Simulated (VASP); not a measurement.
A run of VASP 6.6.1:

POSCAR

```
HfB2
1.0
    3.1400000000      0.0000000000      0.0000000000
   -1.5700000000      2.7193197679      0.0000000000
    0.0000000000      0.0000000000      3.4800000000
Hf B
1 2
Direct
    0.0000000000      0.0000000000      0.0000000000
    0.6666666667      0.3333333333      0.5000000000
    0.3333333333      0.6666666667      0.5000000000
```

File INCAR.step1:

```
SYSTEM = HfB2
PREC = Accurate
ENCUT = 520
EDIFF = 1E-5
ISMEAR = -1
SIGMA = 0.05
LREAL = .FALSE.
LASPH = .TRUE.
NELM = 100
ALGO = Normal
ISIF = 2
LWAVE = .TRUE.
GGA = PE
NBANDS = 15
```

INCAR.step2

```
SYSTEM = HfB2
PREC = Accurate
ENCUT = 520
EDIFF = 1E-6
ISMEAR = -1
SIGMA = 0.05
LREAL = .FALSE.
LASPH = .TRUE.
NELM = 100
ALGO = Normal
ISIF = 2
LWAVE = .FALSE.
LCHARG = .TRUE.
GGA = PE
LHFCALC = .TRUE.
AEXX = 0.5
PRECFOCK = Normal
LELF = .TRUE.
LVHAR = .TRUE.
ISTART = 1
NBANDS = 15
```

KPOINTS

```
regular mesh
0
G
  6 6 5
  0 0 0
```

Potentials or basis: VASP PAW PBE potentials, release 64 (Hf_pv, B).

The run is started by

```sh
$ cat potpaw_PBE.64/Hf_pv/POTCAR potpaw_PBE.64/B/POTCAR > POTCAR
$ cp INCAR.step1 INCAR
$ mpirun -np 1 vasp_std > vasp.out
$ cp INCAR.step2 INCAR
$ mpirun -np 1 vasp_std > vasp.out
```

Hardware: 1 thread of Oxide Virtual Turin-like Processor, with other jobs on the host.

Task: How long does it take, and how much memory?

Result: Wall time 30 min on 1 thread of Oxide Virtual Turin-like Processor, on a shared host, peak memory 0.14 GiB. Counts: k points 21.
